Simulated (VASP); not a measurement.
HfC:

```
Hf C
1.0
     0.00000    2.30382    2.30382
     2.30382    0.00000    2.30382
     2.30382    2.30382    0.00000
Hf C
1 1
Cartesian
  2.3038 2.3038 2.3038
  4.6076 2.3038 2.3038
```

Base run:

| Item | Value |
| --- | --- |
| Program | VASP 6.6.1 |
| Functional | r2SCAN |
| Potentials or basis | VASP PAW PBE potentials, release 64 (Hf_pv, C) |
| Cutoff | 520 eV |
| k mesh | 12 × 12 × 12 |
| Occupations | gaussian, width 0.1 eV |
| Spin | no spin polarisation |

Its results: band gap on the k mesh zero (bands 7 and 8 overlap by 1.43 eV); pressure 4.5 GPa.

**Question.** The run is repeated on the same cell with these changes: functional from r2SCAN to PBEsol; further incar settings from ALGO = Normal; EDIFF = 1e-07; NBANDS = 14 to ALGO = Normal; EDIFF = 1e-06; NBANDS = 14. What comes out?

**Answer.** Band gap on the k mesh zero (bands 7 and 8 overlap by 1.46 eV); pressure -0.4 GPa.

Caveats: the PAW data sets were made with another functional, which shifts forces and pressure a little; spin-orbit coupling is left out, which moves the levels of the heavy elements; the cell stands under pressure (at least some runs).
